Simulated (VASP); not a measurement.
# CuSi16 (a cell with a defect) in VASP: single point with PBE+D3(BJ)

Aim: the single point of CuSi16 (a cell with a defect) with PBE+D3(BJ).

All numbers are computed with VASP 6.6.1; they aren't measurements. Logs are shortened: lines on timing, memory, paths and dates and some standing lists are left out, and cuts for length are marked.

**1. The cell of the first run**

The cell holds a defect, 17 atoms: a = 7.679 Å, b = 7.679 Å, c = 7.679 Å, α = 60.00°, β = 60.00°, γ = 60.00°.

**2. Single point, PBE+D3(BJ)**

INCAR

```
PREC = Accurate
ENCUT = 520
EDIFF = 1E-6
ISMEAR = 0
SIGMA = 0.02
LREAL = Auto
LASPH = T
NELM = 60
ALGO = Normal
ISIF = 2
LWAVE = F
LCHARG = F
GGA = PE
IVDW = 12
NBANDS = 52
NELECT = 74.0
```

KPOINTS

```
Automatic mesh
0
Gamma
  2 2 2
```

POSCAR

```
CuSi16
1.0
    0.0000000000      5.4300000000      5.4300000000
    5.4300000000      0.0000000000      5.4300000000
    5.4300000000      5.4300000000      0.0000000000
Si Cu
16 1
Direct
   -0.0026157459     -0.0303872007      0.0086658379
    0.1148277164      0.1145805709      0.1167837017
   -0.0048517495     -0.0024281768      0.5000198895
    0.1209897790      0.1203023020      0.6405078269
    0.0020282689      0.4905551565     -0.0020131676
    0.1364162063      0.5989458564      0.1357992634
    0.0002167587      0.4955246777      0.5115604052
    0.1310516575      0.6256190608      0.6251890424
    0.4959635359      0.0037348066     -0.0056132597
    0.6293693370      0.1279980663      0.1241430018
    0.5004595764      0.0044632597      0.5043603131
    0.6235334254      0.1385726519      0.6220135359
    0.5104895028      0.5022539595     -0.0047580110
    0.6293487109      0.6312299263      0.1220693370
    0.5031699816      0.5098379374      0.4944872928
    0.6274847145      0.6315425414      0.6224471455
    0.2544943831      0.1957203499      0.2672511050
```

Potentials or basis: VASP PAW PBE potentials, release 64 (Si, Cu).

Started as:

```bash
cat potpaw_PBE.64/Si/POTCAR potpaw_PBE.64/Cu/POTCAR > POTCAR
mpirun -np 1 vasp_std > vasp.out
```

OUTCAR:

```text
PREC = Accurate
   ENCUT = 520
   EDIFF = 1E-6
   ISMEAR = 0
   LREAL = Auto
   LASPH = T
   NELM = 60
   ISIF = 2
   GGA = PE
   IVDW = 12
   NELECT = 74.0
 IVDW          = 12

 ion  position               nearest neighbor table
   1  0.997  0.970  0.009-   4 2.32  10 2.32   2 2.33   6 2.33
   2  0.115  0.115  0.117-   1 2.33  17 2.35   5 2.36   9 2.39   3 2.41
   3  0.995  0.998  0.500-  12 2.33   8 2.33   2 2.41   4 2.44  17 2.50
   4  0.121  0.120  0.641-   1 2.32   7 2.35  17 2.37  11 2.38   3 2.44
   5  0.002  0.491  0.998-   8 2.34  14 2.34   2 2.36   6 2.39  17 2.85
   6  0.136  0.599  0.136-   1 2.33  13 2.35   7 2.36   5 2.39  17 2.53
   7  0.000  0.496  0.512-  16 2.34   8 2.35   4 2.35   6 2.36  17 2.97
   8  0.131  0.626  0.625-  15 2.33   3 2.33   5 2.34   7 2.35
   9  0.496  0.004  0.994-  12 2.34  14 2.34   2 2.39  10 2.43  17 2.54
  10  0.629  0.128  0.124-   1 2.32  13 2.35  17 2.38  11 2.38   9 2.43
  11  0.500  0.004  0.504-  16 2.34  12 2.35   4 2.38  10 2.38  17 2.65
  12  0.624  0.139  0.622-  15 2.33   3 2.33   9 2.34  11 2.35
  13  0.510  0.502  0.995-  16 2.34  10 2.35  14 2.35   6 2.35
  14  0.629  0.631  0.122-  15 2.34   9 2.34   5 2.34  13 2.35
  15  0.503  0.510  0.494-  12 2.33   8 2.33  14 2.34  16 2.34
  16  0.627  0.632  0.622-  13 2.34  11 2.34   7 2.34  15 2.34
  17  0.254  0.196  0.267-   2 2.35   4 2.37  10 2.38   3 2.50   6 2.53   9 2.54  11 2.65   5 2.85
                             7 2.97

  LATTYP: Found a face centered cubic cell.
 ALAT       =    10.8600000000

  Lattice vectors:

 A1 = (   0.0000000000,   5.4300000000,   5.4300000000)
 A2 = (   5.4300000000,   0.0000000000,   5.4300000000)
 A3 = (   5.4300000000,   5.4300000000,   0.0000000000)

Analysis of symmetry for initial positions (statically):
=====================================================================
 Subroutine PRICEL returns:
 Original cell was already a primitive cell.

 Routine SETGRP: Setting up the symmetry group for a
 face centered cubic supercell.

 Subroutine GETGRP returns: Found  1 space group operations
 (whereof  1 operations were pure point group operations)
 out of a pool of 48 trial point group operations.

The static configuration has the point symmetry C_1 .

Analysis of symmetry for dynamics (positions and initial velocities):
=====================================================================
 Subroutine PRICEL returns:
 Original cell was already a primitive cell.

 Routine SETGRP: Setting up the symmetry group for a
 face centered cubic supercell.

 Subroutine GETGRP returns: Found  1 space group operations
 (whereof  1 operations were pure point group operations)
 out of a pool of 48 trial point group operations.

The dynamic configuration has the point symmetry C_1 .

 Subroutine INISYM returns: Found  1 space group operations
 (whereof  1 operations are pure point group operations),
 and found     1 'primitive' translations

----------------------------------------------------------------------------------------

                                     Primitive cell

  volume of cell :     320.2060

  direct lattice vectors                    reciprocal lattice vectors
     0.000000000  5.430000000  5.430000000    -0.092081031  0.092081031  0.092081031
     5.430000000  0.000000000  5.430000000     0.092081031 -0.092081031  0.092081031
     5.430000000  5.430000000  0.000000000     0.092081031  0.092081031 -0.092081031

  length of vectors
     7.679179644  7.679179644  7.679179644     0.159489025  0.159489025  0.159489025

  position of ions in fractional coordinates (direct lattice)
     0.997384254  0.969612799  0.008665838
     0.114827716  0.114580571  0.116783702
     0.995148251  0.997571823  0.500019890
     0.120989779  0.120302302  0.640507827
     0.002028269  0.490555157  0.997986832
     0.136416206  0.598945856  0.135799263
[... 9 lines left out ...]
     0.627484714  0.631542541  0.622447145
     0.254494383  0.195720350  0.267251105

  ion indices of the primitive-cell ions
   primitive index   ion index
                 1           1
                 2           2
                 3           3
                 4           4
                 5           5
                 6           6
[... 9 lines left out ...]
                16          16
                17          17

----------------------------------------------------------------------------------------

 KPOINTS: Automatic mesh

Automatic generation of k-mesh.
 Grid dimensions read from file:
 generate k-points for:    2    2    2

 Generating k-lattice:

  Cartesian coordinates                     Fractional coordinates (reciprocal lattice)
    -0.046040516  0.046040516  0.046040516     0.500000000  0.000000000  0.000000000
     0.046040516 -0.046040516  0.046040516     0.000000000  0.500000000  0.000000000
     0.046040516  0.046040516 -0.046040516     0.000000000  0.000000000  0.500000000

  Length of vectors
     0.079744512  0.079744512  0.079744512

  Shift w.r.t. Gamma in fractional coordinates (k-lattice)
     0.000000000  0.000000000  0.000000000

 Subroutine IBZKPT returns following result:
 ===========================================

 Found      8 irreducible k-points:

 Following reciprocal coordinates:
            Coordinates               Weight
  0.000000  0.000000  0.000000      1.000000
  0.500000  0.000000  0.000000      1.000000
  0.000000  0.500000  0.000000      1.000000
  0.000000  0.000000  0.500000      1.000000
  0.500000  0.500000  0.500000      1.000000
  0.500000  0.500000  0.000000      1.000000
  0.000000  0.500000  0.500000      1.000000
  0.500000  0.000000  0.500000      1.000000
   k-points           NKPTS =      8   k-points in BZ     NKDIM =      8   number of bands    NBANDS=     52
   number of dos      NEDOS =    301   number of ions     NIONS =     17
   total plane-waves  NPLWV = 216000
   dimension x,y,z NGX =    60 NGY =   60 NGZ =   60
   dimension x,y,z NGXF=   120 NGYF=  120 NGZF=  120
   ions per type =              16   1
   NGX,Y,Z   is equivalent  to a cutoff of  12.99, 12.99, 12.99 a.u.
   NGXF,Y,Z  is equivalent  to a cutoff of  25.98, 25.98, 25.98 a.u.
 SYSTEM =  unknown system
   PREC   = accura    normal or accurate (medium, high low for compatibility)
   ISTART =      0    job   : 0-new  1-cont  2-samecut
   ICHARG =      2    charge: 1-file 2-atom 10-const
   ISPIN  =      1    spin polarized calculation?
   LNONCOLLINEAR =      F non collinear calculations
   LSORBIT =      F    spin-orbit coupling
   LASPH  =      T    aspherical Exc in radial PAW
   ENCUT  =  520.0 eV  38.22 Ry    6.18 a.u.  14.28 14.28 14.28*2*pi/ulx,y,z
   NELM   =     60;   NELMIN=  2; NELMDL= -5     # of ELM steps
   EDIFF  = 0.1E-05   stopping-criterion for ELM
   LREAL  =      T    real-space projection
   EDIFFG = 0.1E-04   stopping-criterion for IOM
   NSW    =      0    number of steps for IOM
   IBRION =     -1    ionic relax: 0-MD 1-quasi-New 2-CG
   NFREE  =      0    steps in history (QN), initial steepest desc. (CG)
   ISIF   =      2    stress and relaxation
   ISYM   =      2    0-nonsym 1-usesym 2-fastsym
   POTIM  = 0.5000    time-step for ionic-motion
   TEBEG  =    0.0;   TEEND  =   0.0 temperature during run
   PSTRESS=    0.0 pullay stress
   NELECT =      74.0000    total number of electrons
   NUPDOWN=      -1.0000    fix difference up-down
   EMIN   =  10.00;   EMAX   =-10.00  energy-range for DOS
   EFERMI =   0.00;   METHOD = LEGACY
   ISMEAR =     0;   SIGMA  =   0.02  broadening in eV -4-tet -1-fermi 0-gaus
   EFERMI_NEDOS =   21; number of points for ismear=-14 and -15
   IALGO  =     38    algorithm
   IMIX   =      4    mixing-type and parameters
     AMIX     =   0.40;   BMIX     =  1.00
     AMIX_MAG =   1.60;   BMIX_MAG =  1.00
  volume/ion in A,a.u.               =      18.84       127.11
  Fermi-wavevector in a.u.,A,eV,Ry     =   1.004636  1.898488 13.732283  1.009294
  Thomas-Fermi vector in A             =   2.137265
   LORBIT       =      0    0 simple, 1 ext, 2 COOP (PROOUT), +10 PAW based schemes
   GGA     = PE    functional components
   LHFCALC =     F    Hartree Fock is set to
   AEXX    =    0.0000 exact exchange contribution
   IVDW    =    12    specifies the selected vdW correction
   LEPSILON=     F    determine dielectric tensor
   LRPA    =     F    only Hartree local field effects (RPA)
 non-spin polarized calculation
 Gauss-broadening in eV      SIGMA  =   0.02
  energy-cutoff  :      520.00
  volume of cell :      320.21
 maximum number of plane-waves:      8646
 NGX is ok and might be reduce to    60
   NGX = 29   NGY = 29   NGZ = 29

 number of electron      74.0000001 magnetization

 Free energy of the ion-electron system (eV)
  ---------------------------------------------------
  ext. energy  EPLUGINS =         0.00000000
  ---------------------------------------------------
  free energy    TOTEN  =       -94.21542262 eV

  energy without entropy =      -94.21542262  energy(sigma->0) =      -94.21542262

 E-fermi :   6.3749     XC(G=0):  -9.6078

 val. band max:        6.2862315328   @ k =   0.0000   0.0000   0.0000
 cond. band min:       6.4710862095   @ k =   0.0000   0.0000   0.0000
 fundamental gap:      0.1848546766
 Fermi energy:         6.3748909720

 k-point     1 :       0.0000    0.0000    0.0000
  band No.  band energies     occupation
      1      -5.8962      2.00000
      2      -3.5311      2.00000
      3      -3.5175      2.00000
      4      -3.4881      2.00000
      5      -3.4688      2.00000
      6      -2.0380      2.00000
[... 41 lines left out ...]
     48       8.4849      0.00000
     49       8.6336      0.00000

 k-point     2 :       0.5000    0.0000    0.0000
  band No.  band energies     occupation
      1      -5.2151      2.00000
      2      -4.9490      2.00000
      3      -3.2983      2.00000
      4      -3.2651      2.00000
      5      -3.1711      2.00000
      6      -3.0390      2.00000
[... 41 lines left out ...]
     48       9.7997      0.00000
     49       9.9567      0.00000

 k-point     3 :       0.0000    0.5000    0.0000
  band No.  band energies     occupation
      1      -5.2487      2.00000
      2      -4.9112      2.00000
      3      -3.2616      2.00000
      4      -3.2544      2.00000
      5      -3.2005      2.00000
      6      -3.0515      2.00000
[... 41 lines left out ...]
     48       9.7965      0.00000
     49       9.8559      0.00000

 k-point     4 :       0.0000    0.0000    0.5000
  band No.  band energies     occupation
      1      -5.2094      2.00000
      2      -4.9562      2.00000
      3      -3.3054      2.00000
      4      -3.2574      2.00000
      5      -3.1649      2.00000
      6      -3.0370      2.00000
[... 41 lines left out ...]
     48       9.7720      0.00000
     49       9.9323      0.00000

 k-point     5 :       0.5000    0.5000    0.5000
  band No.  band energies     occupation
      1      -5.1970      2.00000
      2      -4.9764      2.00000
      3      -3.3206      2.00000
      4      -3.2194      2.00000
      5      -3.1655      2.00000
      6      -3.0337      2.00000
[... 41 lines left out ...]
     48       9.7609      0.00000
     49       9.8720      0.00000

 k-point     6 :       0.5000    0.5000    0.0000
  band No.  band energies     occupation
      1      -4.9365      2.00000
      2      -4.7197      2.00000
      3      -3.8727      2.00000
      4      -3.7798      2.00000
      5      -3.7476      2.00000
      6      -3.7399      2.00000
[... 41 lines left out ...]
     48      10.4899      0.00000
     49      10.5235      0.00000

 k-point     7 :       0.0000    0.5000    0.5000
  band No.  band energies     occupation
      1      -4.9346      2.00000
      2      -4.7219      2.00000
      3      -3.8714      2.00000
      4      -3.7781      2.00000
      5      -3.7512      2.00000
      6      -3.7382      2.00000
[... 41 lines left out ...]
     48      10.4886      0.00000
     49      10.5171      0.00000

 k-point     8 :       0.5000    0.0000    0.5000
  band No.  band energies     occupation
      1      -4.9293      2.00000
      2      -4.7287      2.00000
      3      -3.8734      2.00000
      4      -3.7683      2.00000
      5      -3.7617      2.00000
      6      -3.7329      2.00000
[... 41 lines left out ...]
     48      10.4921      0.00000
     49      10.5262      0.00000
 [bands above 49 left out]

------------------------ aborting loop because EDIFF is reached ----------------------------------------

 Edisp (eV)   -5.66975

 E8    (eV) :    -2.3515

  FORCE on cell =-STRESS in cart. coord.  units (eV):
  Direction    XX          YY          ZZ          XY          YZ          ZX
  --------------------------------------------------------------------------------------
  -------------------------------------------------------------------------------------
  Total      -7.49255    -7.92930    -7.20488     0.17314    -0.06251    -0.55469
  in kB     -37.48958   -39.67493   -36.05021     0.86630    -0.31277    -2.77543
  external pressure =      -37.74 kB  Pullay stress =        0.00 kB

 VOLUME and BASIS-vectors are now :
 -----------------------------------------------------------------------------
  energy-cutoff  :      520.00
  volume of cell :      320.21
      direct lattice vectors                 reciprocal lattice vectors
     0.000000000  5.430000000  5.430000000    -0.092081031  0.092081031  0.092081031
     5.430000000  0.000000000  5.430000000     0.092081031 -0.092081031  0.092081031
     5.430000000  5.430000000  0.000000000     0.092081031  0.092081031 -0.092081031

 POSITION                                       TOTAL-FORCE (eV/Angst)
 -----------------------------------------------------------------------------------
      5.31205      5.46285     10.68079        -0.027633     -0.027292     -0.026838
      1.25631      1.25765      1.24569         0.020727      0.020951      0.025858
      8.13192      8.11876     10.82047         0.003937     -0.017907      0.012560
      4.13120      4.13493      1.31022        -0.008920     -0.013360      0.016503
      8.08278      5.43008      2.67473        -0.000324      0.009820     -0.010121
      3.98967      1.47813      3.99302         0.015164     -0.017104      0.021515
[... 9 lines left out ...]
      6.80916      6.78713      6.83652        -0.000516      0.000541     -0.007253
      2.51394      2.83308      2.44467        -0.040164      0.021104      0.002008
 -----------------------------------------------------------------------------------
    total drift:                               -0.000394     -0.007581     -0.006706

  FREE ENERGIE OF THE ION-ELECTRON SYSTEM (eV)
  ---------------------------------------------------
  free  energy   TOTEN  =       -99.8851688137 eV

  energy  without entropy=      -99.8851688137  energy(sigma->0) =      -99.88516881
```

It took 12 min on 1 thread of AMD EPYC 7R13, shared host; peak memory 0.46 GiB.

What came out:

```yaml
Free_energy: -99.8852 eV
Largest_force: 0.047 eV/Å
Dispersion_energy_per_atom: -0.334 eV
```

Forces on the atoms (eV/Å):
```
Si  -0.028 -0.027 -0.027
Si   0.021  0.021  0.026
Si   0.004 -0.018  0.013
Si  -0.009 -0.013  0.017
Si   0.000  0.010 -0.010
Si   0.015 -0.017  0.022
Si   0.005 -0.009  0.003
Si   0.019 -0.007 -0.021
Si  -0.013 -0.012 -0.013
Si  -0.024  0.026  0.014
Si   0.009  0.020  0.007
Si   0.011 -0.003 -0.005
Si   0.003  0.009 -0.008
Si  -0.001  0.012 -0.010
Si   0.029 -0.013 -0.002
Si  -0.001  0.001 -0.007
Cu  -0.040  0.021  0.002
```

Levels at points of the mesh, in eV from the Fermi level:
| k point | band 35 | band 36 | band 37 | band 38 | band 39 | band 40 |
| --- | --- | --- | --- | --- | --- | --- |
| (0.00, 0.00, 0.00) | -0.62 | -0.18 | -0.09 | 0.10 | 0.53 | 0.62 |
| (0.50, 0.00, 0.00) | -0.83 | -0.82 | -0.66 | 0.57 | 1.13 | 1.31 |
| (0.00, 0.50, 0.00) | -0.85 | -0.68 | -0.54 | 0.54 | 1.05 | 1.33 |
| (0.00, 0.00, 0.50) | -0.83 | -0.79 | -0.72 | 0.55 | 1.17 | 1.33 |
| (0.50, 0.50, 0.50) | -0.87 | -0.77 | -0.75 | 0.49 | 1.22 | 1.33 |
| (0.50, 0.50, 0.00) | -1.42 | -1.40 | -0.96 | 0.66 | 1.07 | 2.01 |
| (0.00, 0.50, 0.50) | -1.43 | -1.40 | -0.99 | 0.68 | 1.06 | 2.02 |
| (0.50, 0.00, 0.50) | -1.47 | -1.40 | -1.01 | 0.69 | 1.05 | 2.02 |

Caveat: the k points lie up to 0.50 Å⁻¹ apart; the cell carries a net charge on a neutralising background, which shifts energy and pressure; the cell is charged against a uniform background, so pressure and absolute levels hang on convention.
